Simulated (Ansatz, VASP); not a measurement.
## Two plane-wave programs on TlH2

INCAR

```
SYSTEM = TlH2
ALGO = Normal ; EDIFF = 1E-7
ENCUT = 520 ; GGA = PE
ISIF = 2 ; ISMEAR = 0
LASPH = .TRUE. ; LCHARG = .FALSE.
LREAL = .FALSE. ; LWAVE = .FALSE.
NBANDS = 24 ; NELM = 80
PREC = Accurate ; SIGMA = 0.1
```

File KPOINTS:

```
k-points
0
G
  6 6 4
  0 0 0
```

The input POSCAR:

```
TlH2
1.0
    3.9361647963      0.0000000000      0.0000000000
    0.0000000000      3.9361647963      0.0000000000
    0.0000000000      0.0000000000      5.7564373288
Tl H
2 4
Direct
    0.0000000000      0.0000000000      0.0000000000
    0.5000000000      0.5000000000      0.5000000000
    0.0000000000      0.5000000000      0.1119751642
    0.0000000000      0.5000000000      0.6119751642
    0.5000000000      0.0000000000      0.3880248358
    0.5000000000      0.0000000000      0.8880248358
```

Input for Ansatz:

```yaml
crystal:
  lattice:
    - [3.9361647963, 0.0, 0.0]
    - [0.0, 3.9361647963, 0.0]
    - [0.0, 0.0, 5.7564373288]
  atoms:
    - { symbol: Tl, position: [0.0, 0.0, 0.0] }
    - { symbol: Tl, position: [0.5, 0.5, 0.5] }
    - { symbol: H, position: [0.0, 0.5, 0.1119751642] }
    - { symbol: H, position: [0.0, 0.5, 0.6119751642] }
    - { symbol: H, position: [0.5, 0.0, 0.3880248358] }
    - { symbol: H, position: [0.5, 0.0, 0.8880248358] }
basis:
  ecutwfc: 420
kpoints:
  mp_grid: { grid: [6, 6, 4] }
hamiltonian:
  xc: pbe
scf:
  occupations: { method: gaussian, width: 0.1 }
output:
  forces: true
  stress: true
  eigenvalues: true
```

Alike in both runs: task single point; functional PBE; k mesh 6 × 6 × 4; occupations gaussian, width 0.1 eV; no spin polarisation.

```csv
,VASP,Ansatz
version,VASP 6.6.1,Ansatz 0.2.0
potentials or method,"VASP PAW PBE potentials, release 64 (Tl_d, H), cutoff 520 eV","scalar-relativistic, plane waves, PAW"
valence electrons in the cell,30,30
```

```csv
,VASP,Ansatz,Ansatz less VASP
gap on the k mesh at the Fermi level (eV),none,none,-
pressure (GPa),0.0,0.1,+0.12
"traceless stress, the component that is largest in VASP (GPa)",0.16,0.15,-0.015
rms of the force components (eV/Å),0.022,0.022,-0.0001
```

Atom by atom the forces differ by 0.000 eV/Å (rms over components). A gap of «none» marks a metal or a gap that the smearing closes. The functional is the same, so the differences come from potentials, cutoffs and numerics.

Neither program's run includes spin-orbit coupling.
